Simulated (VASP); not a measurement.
# Ti (Fmmm) in VASP: further runs

The runs below take Ti through single point, relaxation of cell and atoms, with PBEsol.

Program: VASP 6.6.1. These are calculated values, not measurements. Logs are shortened: lines on timing, memory, paths and dates and some standing lists are left out, and cuts for length are marked.

### Step 1. The cell of the first run

Symmetry: Fmmm, No. 69, orthorhombic system. Conventional cell: a = 3.697 Å, b = 4.003 Å, c = 9.673 Å, α = 90.00°, β = 90.00°, γ = 90.00°. Ti (site symmetry mm2) has 9 Ti at 2.68 to 2.89 Å within 3.5 Å.

### Step 2. Single point, PBEsol

Input file INCAR:

```
SYSTEM = Ti
PREC = Accurate
ENCUT = 520
EDIFF = 1E-6
ISMEAR = 0
SIGMA = 0.1
LREAL = .False.
LASPH = .True.
NELM = 80
ALGO = Fast
ISIF = 2
LWAVE = .False.
LCHARG = .False.
GGA = PS
NBANDS = 19
```

Input file KPOINTS:

```
Automatic mesh
0
Gamma
  6 6 6
  0 0 0
```

Input file POSCAR:

```
Ti
1.0
    0.0000000000      2.0012945738      4.8365410091
    1.8484005219      0.0000000000      4.8365410091
    1.8484005219      2.0012945738      0.0000000000
Ti
2
Direct
    0.8505526686      0.8505526686      0.1494473314
    0.1494473314      0.1494473314      0.8505526686
```

Potentials or basis: VASP PAW PBE potentials, release 64 (Ti_sv).

Run with:

```console
$ cat potpaw_PBE.64/Ti_sv/POTCAR > POTCAR
$ mpirun -np 1 vasp_std > vasp.out
```

OUTCAR:

```text
SYSTEM = Ti
   PREC = Accurate
   ENCUT = 520
   EDIFF = 1E-6
   ISMEAR = 0
   LREAL = .False.
   LASPH = .True.
   NELM = 80
   ISIF = 2
   GGA = PS

 ion  position               nearest neighbor table
   1  0.851  0.851  0.149-   2 2.68   2 2.68   2 2.79   2 2.79   2 2.89
   2  0.149  0.149  0.851-   1 2.68   1 2.68   1 2.79   1 2.79   1 2.89

  LATTYP: Found a face centered orthorhombic cell.
 ALAT       =     3.6968010438
 B/A-ratio  =     1.0827169491
 C/A-ratio  =     2.6166087662

  Lattice vectors:

 A1 = (   0.0000000000,   2.0012945738,   4.8365410091)
 A2 = (   1.8484005219,   0.0000000000,   4.8365410091)
 A3 = (   1.8484005219,   2.0012945738,   0.0000000000)

Analysis of symmetry for initial positions (statically):
=====================================================================
 Subroutine PRICEL returns:
 Original cell was already a primitive cell.

 Routine SETGRP: Setting up the symmetry group for a
 face centered orthorhombic supercell.

 Subroutine GETGRP returns: Found  8 space group operations
 (whereof  8 operations were pure point group operations)
 out of a pool of  8 trial point group operations.

The static configuration has the point symmetry D_2h.

Analysis of symmetry for dynamics (positions and initial velocities):
=====================================================================
 Subroutine PRICEL returns:
 Original cell was already a primitive cell.

 Routine SETGRP: Setting up the symmetry group for a
 face centered orthorhombic supercell.

 Subroutine GETGRP returns: Found  8 space group operations
 (whereof  8 operations were pure point group operations)
 out of a pool of  8 trial point group operations.

The dynamic configuration has the point symmetry D_2h.

 Subroutine INISYM returns: Found  8 space group operations
 (whereof  8 operations are pure point group operations),
 and found     1 'primitive' translations

----------------------------------------------------------------------------------------

                                     Primitive cell

  volume of cell :      35.7826

  direct lattice vectors                    reciprocal lattice vectors
     0.000000000  2.001294574  4.836541009    -0.270504143  0.249838283  0.103379667
     1.848400522  0.000000000  4.836541009     0.270504143 -0.249838283  0.103379667
     1.848400522  2.001294574  0.000000000     0.270504143  0.249838283 -0.103379667

  length of vectors
     5.234243871  5.177713146  2.724291552     0.382464397  0.382464397  0.382464397

  position of ions in fractional coordinates (direct lattice)
     0.850552669  0.850552669  0.149447331
     0.149447331  0.149447331  0.850552669

  ion indices of the primitive-cell ions
   primitive index   ion index
                 1           1
                 2           2

----------------------------------------------------------------------------------------

 KPOINTS: Automatic mesh

Automatic generation of k-mesh.
 Grid dimensions read from file:
 generate k-points for:    6    6    6

 Generating k-lattice:

  Cartesian coordinates                     Fractional coordinates (reciprocal lattice)
    -0.045084024  0.041639714  0.017229945     0.166666667  0.000000000  0.000000000
     0.045084024 -0.041639714  0.017229945    -0.000000000  0.166666667 -0.000000000
     0.045084024  0.041639714 -0.017229945     0.000000000  0.000000000  0.166666667

  Length of vectors
     0.063744066  0.063744066  0.063744066

  Shift w.r.t. Gamma in fractional coordinates (k-lattice)
     0.000000000  0.000000000  0.000000000

 Subroutine IBZKPT returns following result:
 ===========================================

 Found     46 irreducible k-points:

 Following reciprocal coordinates:
            Coordinates               Weight
  0.000000  0.000000  0.000000      1.000000
  0.166667 -0.000000 -0.000000      8.000000
  0.333333  0.000000  0.000000      8.000000
  0.500000  0.000000 -0.000000      4.000000
  0.166667  0.166667  0.000000      2.000000
  0.333333  0.166667  0.000000      8.000000
[... 16 lines left out ...]
 -0.166667  0.166667  0.166667      8.000000
  0.500000  0.333333  0.166667      4.000000
 [... further k-points ...]
   k-points           NKPTS =     46   k-points in BZ     NKDIM =     46   number of bands    NBANDS=     19
   number of dos      NEDOS =    301   number of ions     NIONS =      2
   total plane-waves  NPLWV =  32000
   dimension x,y,z NGX =    40 NGY =   40 NGZ =   20
   dimension x,y,z NGXF=    80 NGYF=   80 NGZF=   40
   ions per type =               2
   NGX,Y,Z   is equivalent  to a cutoff of  12.70, 12.84, 12.20 a.u.
   NGXF,Y,Z  is equivalent  to a cutoff of  25.41, 25.69, 24.41 a.u.
 SYSTEM =  Ti
   PREC   = accura    normal or accurate (medium, high low for compatibility)
   ISTART =      0    job   : 0-new  1-cont  2-samecut
   ICHARG =      2    charge: 1-file 2-atom 10-const
   ISPIN  =      1    spin polarized calculation?
   LNONCOLLINEAR =      F non collinear calculations
   LSORBIT =      F    spin-orbit coupling
   LASPH  =      T    aspherical Exc in radial PAW
   ENCUT  =  520.0 eV  38.22 Ry    6.18 a.u.   9.73  9.63  5.07*2*pi/ulx,y,z
   NELM   =     80;   NELMIN=  2; NELMDL= -5     # of ELM steps
   EDIFF  = 0.1E-05   stopping-criterion for ELM
   LREAL  =      F    real-space projection
[... 7 lines left out ...]
   TEBEG  =    0.0;   TEEND  =   0.0 temperature during run
   PSTRESS=    0.0 pullay stress
   NELECT =      24.0000    total number of electrons
   NUPDOWN=      -1.0000    fix difference up-down
   EMIN   =  10.00;   EMAX   =-10.00  energy-range for DOS
   EFERMI =   0.00;   METHOD = LEGACY
   ISMEAR =     0;   SIGMA  =   0.10  broadening in eV -4-tet -1-fermi 0-gaus
   EFERMI_NEDOS =   21; number of points for ismear=-14 and -15
   IALGO  =     68    algorithm
   IMIX   =      4    mixing-type and parameters
     AMIX     =   0.40;   BMIX     =  1.00
     AMIX_MAG =   1.60;   BMIX_MAG =  1.00
  volume/ion in A,a.u.               =      17.89       120.74
  Fermi-wavevector in a.u.,A,eV,Ry     =   1.433028  2.708030 27.940495  2.053568
  Thomas-Fermi vector in A             =   2.552591
   LORBIT       =      0    0 simple, 1 ext, 2 COOP (PROOUT), +10 PAW based schemes
   GGA     = PS    functional components
   LHFCALC =     F    Hartree Fock is set to
   AEXX    =    0.0000 exact exchange contribution
   IVDW    =     0    specifies the selected vdW correction
   LEPSILON=     F    determine dielectric tensor
   LRPA    =     F    only Hartree local field effects (RPA)
 non-spin polarized calculation
 RMM-DIIS sequential band-by-band and
 Gauss-broadening in eV      SIGMA  =   0.10
  energy-cutoff  :      520.00
  volume of cell :       35.78
 maximum number of plane-waves:       988
   NGX = 19   NGY = 19   NGZ = 11

 number of electron      24.0000000 magnetization

 Free energy of the ion-electron system (eV)
  ---------------------------------------------------
  ext. energy  EPLUGINS =         0.00000000
  ---------------------------------------------------
  free energy    TOTEN  =       -16.22568047 eV

  energy without entropy =      -16.22038368  energy(sigma->0) =      -16.22303207

 E-fermi :   7.7233     XC(G=0): -11.3692

 val. band max:        7.6599625474   @ k =  -0.3333   0.1667   0.0000
 cond. band min:       7.7819029362   @ k =   0.3333   0.3333   0.0000
 fundamental gap:      0.1219403888
 Fermi energy:         7.7232501535

 k-point     1 :       0.0000    0.0000    0.0000
  band No.  band energies     occupation
      1     -48.6983      2.00000
      2     -48.5081      2.00000
      3     -25.3229      2.00000
      4     -24.7584      2.00000
      5     -24.6688      2.00000
      6     -24.5644      2.00000
[... 11 lines left out ...]
     18      10.9344      0.00000
     19      11.0158      0.00000

 k-point     2 :       0.1667   -0.0000   -0.0000
  band No.  band energies     occupation
      1     -48.6639      2.00000
      2     -48.4986      2.00000
      3     -25.2826      2.00000
      4     -24.9192      2.00000
      5     -24.6905      2.00000
      6     -24.6808      2.00000
[... 11 lines left out ...]
     18      11.2363      0.00000
     19      11.3342      0.00000

 k-point     3 :       0.3333    0.0000    0.0000
  band No.  band energies     occupation
      1     -48.5858      2.00000
      2     -48.4883      2.00000
      3     -25.2942      2.00000
      4     -25.2381      2.00000
      5     -24.8763      2.00000
      6     -24.6437      2.00000
[... 11 lines left out ...]
     18      10.9675      0.00000
     19      11.3775      0.00000

 k-point     4 :       0.5000    0.0000   -0.0000
  band No.  band energies     occupation
      1     -48.5259      2.00000
      2     -48.5036      2.00000
      3     -25.3956      2.00000
      4     -25.3853      2.00000
      5     -24.8330      2.00000
      6     -24.6895      2.00000
[... 11 lines left out ...]
     18      10.9682      0.00000
     19      11.3403      0.00000

 k-point     5 :       0.1667    0.1667    0.0000
  band No.  band energies     occupation
      1     -48.6931      2.00000
      2     -48.5135      2.00000
      3     -25.2850      2.00000
      4     -24.7625      2.00000
      5     -24.6730      2.00000
      6     -24.6049      2.00000
[... 11 lines left out ...]
     18      11.0549      0.00000
     19      11.2307      0.00000

 k-point     6 :       0.3333    0.1667    0.0000
  band No.  band energies     occupation
      1     -48.6548      2.00000
      2     -48.5080      2.00000
      3     -25.2188      2.00000
      4     -24.9372      2.00000
      5     -24.6890      2.00000
      6     -24.6802      2.00000
[... 11 lines left out ...]
     18      11.2016      0.00000
     19      11.6068      0.00000

 k-point     7 :       0.5000    0.1667    0.0000
  band No.  band energies     occupation
      1     -48.5749      2.00000
      2     -48.4994      2.00000
      3     -25.2758      2.00000
      4     -25.2372      2.00000
      5     -24.8286      2.00000
      6     -24.6845      2.00000
[... 11 lines left out ...]
     18      10.8106      0.00000
     19      11.5600      0.00000

 k-point     8 :      -0.3333    0.1667    0.0000
  band No.  band energies     occupation
      1     -48.5259      2.00000
      2     -48.5036      2.00000
      3     -25.4135      2.00000
      4     -25.3656      2.00000
      5     -24.8383      2.00000
      6     -24.6855      2.00000
[... 256 lines left out ...]
 k-point    20 :       0.3333    0.1667    0.1667
  band No.  band energies     occupation
      1     -48.6338      2.00000
      2     -48.4865      2.00000
      3     -25.2268      2.00000
      4     -24.9057      2.00000
      5     -24.8465      2.00000
      6     -24.7204      2.00000
[... 11 lines left out ...]
     18      10.8980      0.00000
     19      11.0023      0.00000

 k-point    21 :       0.5000    0.1667    0.1667
  band No.  band energies     occupation
      1     -48.5619      2.00000
      2     -48.4709      2.00000
      3     -25.2348      2.00000
      4     -25.2043      2.00000
      5     -24.8864      2.00000
      6     -24.7856      2.00000
[... 11 lines left out ...]
     18      10.9081      0.00000
     19      11.3735      0.00000

 k-point    22 :      -0.3333    0.1667    0.1667
  band No.  band energies     occupation
      1     -48.5038      2.00000
      2     -48.4837      2.00000
      3     -25.3669      2.00000
      4     -25.3401      2.00000
      5     -24.8447      2.00000
      6     -24.7404      2.00000
[... 11 lines left out ...]
     18      11.2944      0.00000
     19      12.6305      0.00000

 k-point    23 :      -0.1667    0.1667    0.1667
  band No.  band energies     occupation
      1     -48.5545      2.00000
      2     -48.4761      2.00000
      3     -25.2764      2.00000
      4     -25.1992      2.00000
      5     -24.8760      2.00000
      6     -24.8227      2.00000
[... 11 lines left out ...]
     18      10.7269      0.00000
     19      11.1135      0.00000

 k-point    24 :       0.5000    0.3333    0.1667
  band No.  band energies     occupation
      1     -48.6226      2.00000
      2     -48.4979      2.00000
      3     -25.1462      2.00000
      4     -24.9146      2.00000
      5     -24.8835      2.00000
      6     -24.7027      2.00000
[... 11 lines left out ...]
     18      10.8889      0.00000
     19      11.4277      0.00000

 [... further k-points ...]

------------------------ aborting loop because EDIFF is reached ----------------------------------------

  FORCE on cell =-STRESS in cart. coord.  units (eV):
  Direction    XX          YY          ZZ          XY          YZ          ZX
  --------------------------------------------------------------------------------------
  -------------------------------------------------------------------------------------
  Total       -0.0952700     -0.0978430     -0.1313986      0.0000000      0.0000000      0.0000000
  in kB       -4.2657436     -4.3809524     -5.8834141      0.0000000      0.0000000      0.0000000
  external PRESSURE =      -4.8433700 kB  Pullay stress =       0.0000000 kB

 VOLUME and BASIS-vectors are now :
 -----------------------------------------------------------------------------
  energy-cutoff  :      520.00
  volume of cell :       35.78
      direct lattice vectors                 reciprocal lattice vectors
     0.000000000  2.001294574  4.836541009    -0.270504143  0.249838283  0.103379667
     1.848400522  0.000000000  4.836541009     0.270504143 -0.249838283  0.103379667
     1.848400522  2.001294574  0.000000000     0.270504143  0.249838283 -0.103379667

 POSITION                                       TOTAL-FORCE (eV/Angst)
 -----------------------------------------------------------------------------------
      1.84840      2.00129      8.22747         0.000000      0.000000     -0.017388
      1.84840      2.00129      1.44562         0.000000      0.000000      0.017388
 -----------------------------------------------------------------------------------
    total drift:                                0.000000      0.000000     -0.000000

  FREE ENERGIE OF THE ION-ELECTRON SYSTEM (eV)
  ---------------------------------------------------
  free  energy   TOTEN  =       -16.2256804688 eV

  energy  without entropy=      -16.2203836758  energy(sigma->0) =      -16.22303207
```

Wall time 2.9 min (1 thread of Intel Xeon 8259CL, shared host); peak memory 0.19 GiB.

What came out:

```
Free energy            : -16.2257 eV
Pressure               : -0.5 GPa
Largest force          : 0.017 eV/Å
Band gap on the k mesh : zero (bands 12 and 13 overlap by 0.56 eV)
```

Forces in eV/Å, atoms in the order of the input:
```
Ti   0.000  0.000 -0.017
Ti   0.000  0.000  0.017
```

Stress tensor (GPa, compression positive):
```
-0.43  0.00  0.00
 0.00 -0.44  0.00
 0.00  0.00 -0.59
```

Caveat: the k points lie up to 0.40 Å⁻¹ apart, too coarse for converged energies and pressures of a metal; the PAW data sets were made with another functional, which shifts forces and pressure a little.

### Step 3. Relaxation of cell and atoms, PBEsol

This run uses another cell than the first one, of 17.79 Å³/atom.

Input file INCAR:

```
SYSTEM = Ti
PREC = Accurate
ENCUT = 600
EDIFF = 1E-6
ISMEAR = 0
SIGMA = 0.1
LREAL = .False.
LASPH = .True.
NELM = 60
ALGO = Normal
ISIF = 3
LWAVE = .False.
LCHARG = .False.
GGA = PS
IBRION = 2
NSW = 90
EDIFFG = -0.04
```

Input file KPOINTS:

```
regular mesh
0
Gamma
  6 6 6
  0 0 0
```

Input file POSCAR:

```
Ti
1.0
    0.0000000000      1.9967688423      4.8271588831
    1.8456714575      0.0000000000      4.8271588831
    1.8456714575      1.9967688423      0.0000000000
Ti
2
Direct
    0.8507274276      0.8507274276      0.1492725724
    0.1492725724      0.1492725724      0.8507274276
```

Potentials or basis: VASP PAW PBE potentials, release 64 (Ti_sv).

Run with:

```console
$ cat potpaw_PBE.64/Ti_sv/POTCAR > POTCAR
$ mpirun -np 1 vasp_std > vasp.out
```

Wall time 79 s (1 thread of Intel Xeon 8259CL, shared host); peak memory 0.2 GiB.

It converged, with:

```
Free energy                  : -16.2254 eV
Pressure after relaxing      : 0.2 GPa
Largest force after relaxing : 0.009 eV/Å
Band gap on the k mesh       : zero (bands 12 and 13 overlap by 0.56 eV)
```

Forces on the atoms (eV/Å):
```
Ti   0.000  0.000 -0.009
Ti   0.000  0.000  0.009
```

Stress tensor (GPa, compression positive):
```
0.21 0.00 0.00
0.00 0.27 0.00
0.00 0.00 0.08
```

Final structure:
```
Ti
1.0
     0.00000    1.99677    4.82716
     1.84567    0.00000    4.82716
     1.84567    1.99677    0.00000
Ti
2
Cartesian
  1.8457 1.9968 8.2132
  1.8457 1.9968 1.4411
```

Levels at points of the mesh, in eV from the Fermi level:
| k point | band 8 | band 9 | band 10 | band 11 | band 12 | band 13 | band 14 | band 15 | band 16 |
| --- | --- | --- | --- | --- | --- | --- | --- | --- | --- |
| (0.00, 0.00, 0.00) | -32.24 | -5.84 | -2.49 | -1.45 | -0.23 | -0.15 | 1.79 | 2.16 | 2.23 |
| (0.50, 0.00, 0.00) | -32.26 | -2.20 | -2.14 | -0.74 | -0.07 | 0.48 | 1.22 | 1.63 | 1.69 |
| (0.50, 0.50, 0.00) | -32.22 | -4.22 | -4.01 | -1.64 | -1.56 | 0.12 | 1.30 | 1.74 | 2.41 |
| (0.50, 0.00, 0.50) | -32.36 | -2.54 | -2.00 | -1.76 | -0.62 | 1.11 | 1.67 | 2.82 | 3.68 |
| (0.00, 0.50, 0.50) | -32.48 | -2.53 | -1.94 | -1.35 | -1.00 | 0.41 | 1.59 | 3.17 | 3.87 |

Caveat: the k points lie up to 0.40 Å⁻¹ apart in the final cell, too coarse for converged energies and pressures of a metal; the relaxation stopped at its first step, so nothing moved; the PAW data sets were made with another functional, which shifts forces and pressure a little.
